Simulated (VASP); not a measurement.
A run of VASP 6.6.1 is set up as follows.

INCAR

```
ALGO = Normal
EDIFF = 1E-8
ENCUT = 520
ISIF = 2
ISMEAR = 0
LASPH = True
LCALCEPS = True
LCHARG = False
LMIXTAU = True
LREAL = False
LWAVE = False
METAGGA = R2SCAN
NELM = 60
PREC = Accurate
SIGMA = 0.01
```

KPOINTS

```
k-points
0
Gamma
  6 6 6
```

The input POSCAR:

```
GaP
1.0
    0.0000000000      2.7253992874      2.7799072732
    2.7253992874      0.0000000000      2.7799072732
    2.7253992874      2.7253992874      0.0000000000
Ga P
1 1
Direct
    0.0000000000      0.0000000000      0.0000000000
    0.2500000000      0.2500000000      0.2500000000
```

Potentials or basis: VASP PAW PBE potentials, release 64 (Ga_d, P).

Launch:

```bash
$ cat potpaw_PBE.64/Ga_d/POTCAR potpaw_PBE.64/P/POTCAR > POTCAR
$ mpirun -np 1 vasp_std > vasp.out
```

(1) Estimate the electronic dielectric tensor (diagonal).

(2) Estimate the Born charges (mean of the diagonal).

(3) What does it give for the band gap on the k mesh?

Results:

(1) 9.06, 9.06, 9.25.

(2) Ga +2.19; P -2.19 e.

(3) 1.86 eV (least direct gap 2.12 eV).

Caveat: the cell differs from its parent crystal (uniaxial z strain +2.0%).
